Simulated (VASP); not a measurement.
The system is BN.

```
CELL_PARAMETERS angstrom
2.51479 0.00000 0.00000
-1.25739 2.17787 0.00000
0.00000 0.00000 6.67965
ATOMIC_POSITIONS crystal
N 0.66667 0.33333 0.25000
N 0.33333 0.66667 0.75000
B 0.66667 0.33333 0.75000
B 0.33333 0.66667 0.25000
```

Base run:

```yaml
Program: VASP 6.6.1
Functional: r2SCAN
Potentials_or_basis: VASP PAW PBE potentials, release 64 (N, B)
Cutoff: 520 eV
k_mesh: 12 × 12 × 4
Occupations: fermi-dirac, width 0.05 eV
Spin: no spin polarisation
```

Its results: band gap on the k mesh 4.86 eV, indirect (least direct gap 5.29 eV); pressure -3.3 GPa.

Q: After a change of settings the same cell gave: band gap on the k mesh 4.16 eV, indirect (least direct gap 4.55 eV); pressure -2.3 GPa. Which change was it?
A. functional from r2SCAN to PBEsol
B. functional from r2SCAN to RPBE; further incar settings from ALGO = Normal; EDIFF = 1e-07; NBANDS = 16 to ALGO = Normal; EDIFF = 1e-06; NBANDS = 16
C. dispersion from none to D4
D. functional from r2SCAN to LDA; potentials or basis from VASP PAW PBE potentials, release 64 (N, B) to VASP PAW LDA potentials, release 64 (N, B)

A: A.

r2SCAN gives the wider gap, since meta-GGAs in the generalised Kohn-Sham scheme recover part of the derivative discontinuity.

Caveats: the PAW data sets were made with another functional, which shifts forces and pressure a little; this functional lacks dispersion, which binds the layers, so the pressure and a relaxed spacing across them are unreliable (some runs).
